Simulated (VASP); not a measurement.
# Ir (Fm-3m) in VASP: notebook

Aim: see how the results for Ir move with the level of theory and the settings. Levels: BLYP, LDA. Tasks: single point, relaxation of cell and atoms.

All numbers are computed with VASP 6.6.1; they aren't measurements. Logs are shortened: lines on timing, memory, paths and dates and some standing lists are left out, and cuts for length are marked.

### Step 1. The cell of the first run

It takes space group Fm-3m (No. 225, cubic). Conventional cell: a = 3.934 Å, b = 3.934 Å, c = 3.934 Å, α = 90.00°, β = 90.00°, γ = 90.00°. Ir (site symmetry m-3m) has 12 Ir at 2.78 Å within 3.7 Å.

### Step 2. Single point, BLYP

Input file INCAR:

```
PREC = Accurate ; ENCUT = 520
EDIFF = 1E-7 ; ISMEAR = -1
SIGMA = 0.05 ; LREAL = F
LASPH = T ; NELM = 80
ALGO = Normal ; ISIF = 2
LWAVE = F ; LCHARG = F
GGA = B5 ; ALDAX = 1.0
AGGAX = 1.0 ; AGGAC = 1.0
ALDAC = 0.0 ; NBANDS = 10
```

Input file KPOINTS:

```
Automatic mesh
0
Gamma
  12 12 12
```

Input file POSCAR:

```
Ir
1.0
    0.0000000000      1.9671427750      1.9671427750
    1.9671427750      0.0000000000      1.9671427750
    1.9671427750      1.9671427750      0.0000000000
Ir
1
Direct
    0.0000000000      0.0000000000      0.0000000000
```

Potentials or basis: VASP PAW PBE potentials, release 64 (Ir).

Started as:

```sh
$ cat potpaw_PBE.64/Ir/POTCAR > POTCAR
$ mpirun -np 1 vasp_std > vasp.out
```

OUTCAR:

```text
PREC = Accurate
   ENCUT = 520
   EDIFF = 1E-7
   ISMEAR = -1
   LREAL = F
   LASPH = T
   NELM = 80
   ISIF = 2
   GGA = B5

 ion  position               nearest neighbor table
   1  0.000  0.000  0.000-

  LATTYP: Found a face centered cubic cell.
 ALAT       =     3.9342855500

  Lattice vectors:

 A1 = (   0.0000000000,   1.9671427750,   1.9671427750)
 A2 = (   1.9671427750,   0.0000000000,   1.9671427750)
 A3 = (   1.9671427750,   1.9671427750,   0.0000000000)

Analysis of symmetry for initial positions (statically):
[... 5 lines left out ...]
 face centered cubic supercell.

 Subroutine GETGRP returns: Found 48 space group operations
 (whereof 48 operations were pure point group operations)
 out of a pool of 48 trial point group operations.

The static configuration has the point symmetry O_h .

Analysis of symmetry for dynamics (positions and initial velocities):
[... 5 lines left out ...]
 face centered cubic supercell.

 Subroutine GETGRP returns: Found 48 space group operations
 (whereof 48 operations were pure point group operations)
 out of a pool of 48 trial point group operations.

The dynamic configuration has the point symmetry O_h .

 Subroutine INISYM returns: Found 48 space group operations
 (whereof 48 operations are pure point group operations),
 and found     1 'primitive' translations

----------------------------------------------------------------------------------------

                                     Primitive cell

  volume of cell :      15.2243

  direct lattice vectors                    reciprocal lattice vectors
     0.000000000  1.967142775  1.967142775    -0.254175755  0.254175755  0.254175755
     1.967142775  0.000000000  1.967142775     0.254175755 -0.254175755  0.254175755
     1.967142775  1.967142775  0.000000000     0.254175755  0.254175755 -0.254175755

  length of vectors
     2.781959992  2.781959992  2.781959992     0.440245322  0.440245322  0.440245322

  position of ions in fractional coordinates (direct lattice)
     0.000000000  0.000000000  0.000000000

  ion indices of the primitive-cell ions
   primitive index   ion index
                 1           1

----------------------------------------------------------------------------------------

 KPOINTS: Automatic mesh

Automatic generation of k-mesh.
 Grid dimensions read from file:
 generate k-points for:   12   12   12

 Generating k-lattice:

  Cartesian coordinates                     Fractional coordinates (reciprocal lattice)
    -0.021181313  0.021181313  0.021181313     0.083333333  0.000000000  0.000000000
     0.021181313 -0.021181313  0.021181313     0.000000000  0.083333333  0.000000000
     0.021181313  0.021181313 -0.021181313     0.000000000  0.000000000  0.083333333

  Length of vectors
     0.036687110  0.036687110  0.036687110

  Shift w.r.t. Gamma in fractional coordinates (k-lattice)
     0.000000000  0.000000000  0.000000000

 Subroutine IBZKPT returns following result:
 ===========================================

 Found     72 irreducible k-points:

 Following reciprocal coordinates:
            Coordinates               Weight
  0.000000  0.000000  0.000000      1.000000
  0.083333  0.000000  0.000000      8.000000
  0.166667  0.000000  0.000000      8.000000
  0.250000  0.000000  0.000000      8.000000
  0.333333  0.000000  0.000000      8.000000
  0.416667  0.000000  0.000000      8.000000
[... 16 lines left out ...]
  0.500000  0.166667  0.000000     24.000000
 -0.416667  0.166667  0.000000     24.000000
 [... further k-points ...]
   k-points           NKPTS =     72   k-points in BZ     NKDIM =     72   number of bands    NBANDS=     10
   number of dos      NEDOS =    301   number of ions     NIONS =      1
   total plane-waves  NPLWV =  13824
   dimension x,y,z NGX =    24 NGY =   24 NGZ =   24
   dimension x,y,z NGXF=    48 NGYF=   48 NGZF=   48
   ions per type =               1
   NGX,Y,Z   is equivalent  to a cutoff of  14.34, 14.34, 14.34 a.u.
   NGXF,Y,Z  is equivalent  to a cutoff of  28.68, 28.68, 28.68 a.u.
 SYSTEM =  unknown system
   PREC   = accura    normal or accurate (medium, high low for compatibility)
   ISTART =      0    job   : 0-new  1-cont  2-samecut
   ICHARG =      2    charge: 1-file 2-atom 10-const
   ISPIN  =      1    spin polarized calculation?
   LNONCOLLINEAR =      F non collinear calculations
   LSORBIT =      F    spin-orbit coupling
   LASPH  =      T    aspherical Exc in radial PAW
   ENCUT  =  520.0 eV  38.22 Ry    6.18 a.u.   5.17  5.17  5.17*2*pi/ulx,y,z
   NELM   =     80;   NELMIN=  2; NELMDL= -5     # of ELM steps
   EDIFF  = 0.1E-06   stopping-criterion for ELM
   LREAL  =      F    real-space projection
   EDIFFG = 0.1E-05   stopping-criterion for IOM
   NSW    =      0    number of steps for IOM
   IBRION =     -1    ionic relax: 0-MD 1-quasi-New 2-CG
   NFREE  =      0    steps in history (QN), initial steepest desc. (CG)
   ISIF   =      2    stress and relaxation
   ISYM   =      2    0-nonsym 1-usesym 2-fastsym
   POTIM  = 0.5000    time-step for ionic-motion
   TEBEG  =    0.0;   TEEND  =   0.0 temperature during run
   PSTRESS=    0.0 pullay stress
   NELECT =       9.0000    total number of electrons
   NUPDOWN=      -1.0000    fix difference up-down
   EMIN   =  10.00;   EMAX   =-10.00  energy-range for DOS
[... 5 lines left out ...]
     AMIX     =   0.40;   BMIX     =  1.00
     AMIX_MAG =   1.60;   BMIX_MAG =  1.00
  volume/ion in A,a.u.               =      15.22       102.74
  Fermi-wavevector in a.u.,A,eV,Ry     =   1.373967  2.596422 25.684896  1.887787
  Thomas-Fermi vector in A             =   2.499437
   LORBIT       =      0    0 simple, 1 ext, 2 COOP (PROOUT), +10 PAW based schemes
   GGA     = B5    functional components
   LHFCALC =     F    Hartree Fock is set to
   AEXX    =    0.0000 exact exchange contribution
   IVDW    =     0    specifies the selected vdW correction
   LEPSILON=     F    determine dielectric tensor
   LRPA    =     F    only Hartree local field effects (RPA)
 non-spin polarized calculation
  energy-cutoff  :      520.00
  volume of cell :       15.22
 maximum number of plane-waves:       424
 NGX is ok and might be reduce to    24
   NGX = 11   NGY = 11   NGZ = 11

 number of electron       9.0000000 magnetization

 Free energy of the ion-electron system (eV)
  ---------------------------------------------------
  ext. energy  EPLUGINS =         0.00000000
  ---------------------------------------------------
  free energy    TOTEN  =        -7.46186432 eV

  energy without entropy =       -7.45636705  energy(sigma->0) =       -7.45911568

 E-fermi :   9.7562     XC(G=0): -12.8525

 val. band max:        9.7484057279   @ k =  -0.3333   0.3333   0.0000
 cond. band min:       9.7637792461   @ k =  -0.2500   0.0833   0.0000
 fundamental gap:      0.0153735182
 Fermi energy:         9.7562236281

 k-point     1 :       0.0000    0.0000    0.0000
  band No.  band energies     occupation
      1      -0.3979      2.00000
      2       6.2659      2.00000
      3       6.2659      2.00000
      4       6.2659      2.00000
      5       8.6422      2.00000
      6       8.6422      2.00000
      7      24.5347      0.00000
      8      29.5517      0.00000
      9      29.5517      0.00000
     10      29.5517      0.00000

 k-point     2 :       0.0833    0.0000    0.0000
  band No.  band energies     occupation
      1      -0.1131      2.00000
      2       6.1327      2.00000
      3       6.3833      2.00000
      4       6.3833      2.00000
      5       8.5755      2.00000
      6       8.5755      2.00000
      7      24.9967      0.00000
      8      28.2123      0.00000
      9      30.0008      0.00000
     10      30.0008      0.00000

 k-point     3 :       0.1667    0.0000    0.0000
  band No.  band energies     occupation
      1       0.6721      2.00000
      2       5.8676      2.00000
      3       6.6220      2.00000
      4       6.6220      2.00000
      5       8.5188      2.00000
      6       8.5188      2.00000
      7      25.9037      0.00000
      8      26.0852      0.00000
      9      31.2430      0.00000
     10      31.2430      0.00000

 k-point     4 :       0.2500    0.0000    0.0000
  band No.  band energies     occupation
      1       1.6735      2.00000
      2       5.8725      2.00000
      3       6.6689      2.00000
      4       6.6689      2.00000
      5       8.8295      2.00000
      6       8.8295      2.00000
      7      23.4373      0.00000
      8      26.4840      0.00000
      9      32.7351      0.00000
     10      32.7351      0.00000

 k-point     5 :       0.3333    0.0000    0.0000
  band No.  band energies     occupation
      1       2.3252      2.00000
      2       6.4722      2.00000
      3       6.4722      2.00000
      4       6.7488      2.00000
      5       9.5301      1.97850
      6       9.5301      1.97850
      7      20.6301      0.00000
      8      25.4112      0.00000
      9      31.5119      0.00000
     10      31.5119      0.00000

 k-point     6 :       0.4167    0.0000    0.0000
  band No.  band energies     occupation
      1       2.4733      2.00000
      2       6.2661      2.00000
      3       6.2661      2.00000
      4       8.4330      2.00000
      5      10.2226      0.00018
      6      10.2226      0.00018
      7      17.7956      0.00000
      8      24.4268      0.00000
      9      29.7026      0.00000
     10      29.7026      0.00000
[... 183 lines left out ...]
 k-point    21 :       0.3333    0.1667    0.0000
  band No.  band energies     occupation
      1       2.7739      2.00000
      2       4.9751      2.00000
      3       6.3593      2.00000
      4       7.4432      2.00000
      5       9.2033      1.99997
      6       9.8772      0.16339
      7      23.0659      0.00000
      8      27.2025      0.00000
      9      28.0733      0.00000
     10      30.1518      0.00000

 k-point    22 :       0.4167    0.1667    0.0000
  band No.  band energies     occupation
      1       3.2000      2.00000
      2       5.5328      2.00000
      3       6.0999      2.00000
      4       7.2400      2.00000
      5      10.4383      0.00000
      6      10.8755      0.00000
      7      19.7272      0.00000
      8      26.0588      0.00000
      9      27.4421      0.00000
     10      29.4646      0.00000

 k-point    23 :       0.5000    0.1667    0.0000
  band No.  band energies     occupation
      1       3.2780      2.00000
      2       5.5410      2.00000
      3       6.8756      2.00000
      4       7.0290      2.00000
      5      10.5827      0.00000
      6      12.8288      0.00000
      7      16.8018      0.00000
      8      25.3186      0.00000
      9      27.4964      0.00000
     10      27.9984      0.00000

 k-point    24 :      -0.4167    0.1667    0.0000
  band No.  band energies     occupation
      1       3.3395      2.00000
      2       5.5559      2.00000
      3       6.9298      2.00000
      4       7.2104      2.00000
      5      10.1293      0.00115
      6      13.3839      0.00000
      7      16.4362      0.00000
      8      24.9943      0.00000
      9      26.9588      0.00000
     10      28.6554      0.00000

 [... further k-points ...]
[... 5 lines left out ...]
  --------------------------------------------------------------------------------------
  -------------------------------------------------------------------------------------
  Total        0.2262899      0.2262899      0.2262899      0.0000000      0.0000000      0.0000000
  in kB       23.8143201     23.8143201     23.8143201      0.0000000      0.0000000      0.0000000
  external PRESSURE =      23.8143201 kB  Pullay stress =       0.0000000 kB

 VOLUME and BASIS-vectors are now :
 -----------------------------------------------------------------------------
  energy-cutoff  :      520.00
  volume of cell :       15.22
      direct lattice vectors                 reciprocal lattice vectors
     0.000000000  1.967142775  1.967142775    -0.254175755  0.254175755  0.254175755
     1.967142775  0.000000000  1.967142775     0.254175755 -0.254175755  0.254175755
     1.967142775  1.967142775  0.000000000     0.254175755  0.254175755 -0.254175755

 POSITION                                       TOTAL-FORCE (eV/Angst)
 -----------------------------------------------------------------------------------
      0.00000      0.00000      0.00000         0.000000      0.000000      0.000000
 -----------------------------------------------------------------------------------
    total drift:                               -0.000000      0.000000      0.000000

  FREE ENERGIE OF THE ION-ELECTRON SYSTEM (eV)
  ---------------------------------------------------
  free  energy   TOTEN  =        -7.4618643241 eV

  energy  without entropy=       -7.4563670457  energy(sigma->0) =       -7.45911568
```

It took 7.5 s on 1 thread of Intel Xeon 6975P-C (Granite Rapids), shared host; peak memory 0.14 GiB.

Results:

```yaml
Free_energy: -7.4619 eV
Pressure: 2.4 GPa
```

Caveat: the PAW data sets were made with another functional, which shifts forces and pressure a little; spin-orbit coupling is left out, which moves the levels of the heavy elements.

### Step 3. Relaxation of cell and atoms, LDA

This run uses another cell than the first one, of 14.06 Å³/atom, 0.923 times its volume.

Input file INCAR:

```
SYSTEM = Ir
PREC = Accurate ; ENCUT = 600
EDIFF = 1E-6 ; ISMEAR = -1
SIGMA = 0.05 ; LREAL = .False.
LASPH = .True. ; NELM = 100
ALGO = Normal ; ISIF = 3
LWAVE = .False. ; LCHARG = .False.
GGA = CA ; IBRION = 2
NSW = 80 ; EDIFFG = -0.01
```

Input file KPOINTS:

```
Automatic mesh
0
Gamma
  12 12 12
  0 0 0
```

Input file POSCAR:

```
Ir
1.0
    0.0000000000      1.9156000000      1.9156000000
    1.9156000000      0.0000000000      1.9156000000
    1.9156000000      1.9156000000      0.0000000000
Ir
1
Direct
    0.0000000000      0.0000000000      0.0000000000
```

Potentials or basis: VASP PAW LDA potentials, release 64 (Ir).

Started as:

```sh
$ cat potpaw_LDA.64/Ir/POTCAR > POTCAR
$ mpirun -np 1 vasp_std > vasp.out
```

Run time: 9.3 s. Hardware: 1 thread of Intel Xeon 6975P-C (Granite Rapids), shared host; peak memory 0.14 GiB.

It converged, with:

| Item | Value |
| --- | --- |
| Free energy | -10.3472 eV |
| Relaxed volume | 13.92 Å³/atom |
| Relaxed cell | a = 2.700 Å, b = 2.700 Å, c = 2.700 Å, α = 60.00°, β = 60.00°, γ = 60.00° |
| Space group after relaxing (to 0.05 Å) | Fm-3m (No. 225) |
| Energy gained by relaxing | 1.8 meV/atom |
| Ionic steps | 3 |
| Pressure after relaxing | -0.1 GPa |

Step by step:
```csv
step,energy change (eV),largest force (eV/Å),pressure (GPa),volume (Å³)
1,0.0000,0.0000,-4.06,14.06
2,0.0301,0.0000,18.80,13.35
3,-0.0018,0.0000,-0.08,13.92
```

Final structure:
```
CELL_PARAMETERS angstrom
0.00000 1.90916 1.90916
1.90916 0.00000 1.90916
1.90916 1.90916 0.00000
ATOMIC_POSITIONS crystal
Ir 0.00000 0.00000 0.00000
```

Levels at points of the mesh, in eV from the Fermi level:
| k point | band 2 | band 3 | band 4 | band 5 | band 6 | band 7 |
| --- | --- | --- | --- | --- | --- | --- |
| (0.00, 0.00, 0.00) | -4.05 | -4.05 | -4.05 | -1.26 | -1.26 | 14.28 |
| (0.50, 0.00, 0.00) | -4.15 | -4.15 | -0.79 | 0.89 | 0.89 | 7.40 |
| (0.50, 0.50, 0.00) | -7.58 | 0.88 | 1.48 | 1.48 | 1.71 | 10.71 |

Caveat: spin-orbit coupling is left out, which moves the levels of the heavy elements.
